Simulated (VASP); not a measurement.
Here is a VASP 6.6.1 calculation.

File INCAR:

```
PREC     = Accurate       # precision mode
ENCUT    = 520            # plane-wave cutoff, eV
EDIFF    = 1E-6           # SCF threshold, eV
ISMEAR   = 0              # smearing method
SIGMA    = 0.01           # smearing width, eV
LREAL    = False          # projectors in reciprocal space
LASPH    = True           # aspherical terms in the spheres
NELM     = 100            # most SCF steps
ALGO     = Normal         # electronic algorithm
ISIF     = 2              # what is computed and relaxed
LWAVE    = False          # write WAVECAR
LCHARG   = False          # write CHGCAR
GGA      = PE             # functional
NBANDS   = 14             # bands
```

File KPOINTS:

```
regular mesh
0
Gamma
  8 8 8
```

Contents of POSCAR:

```
NaF
1.0
    0.0000000000      2.3200000000      2.3200000000
    2.3200000000      0.0000000000      2.3200000000
    2.3200000000      2.3200000000      0.0000000000
Na F
1 1
Direct
    0.0043103448     -0.0043103448      0.0043103448
    0.5000000000      0.5000000000      0.5000000000
```

Potentials or basis: VASP PAW PBE potentials, release 64 (Na_pv, F).

Command:

```console
$ cat potpaw_PBE.64/Na_pv/POTCAR potpaw_PBE.64/F/POTCAR > POTCAR
$ mpirun -np 1 vasp_std > vasp.out
```

(1) What does it give for the largest force?

(2) What does it give for the band gap on the k mesh?

(3) What does it give for the pressure?

Answers

(1) 0.048 eV/Å.

(2) 6.28 eV, direct.

(3) 1.8 GPa.
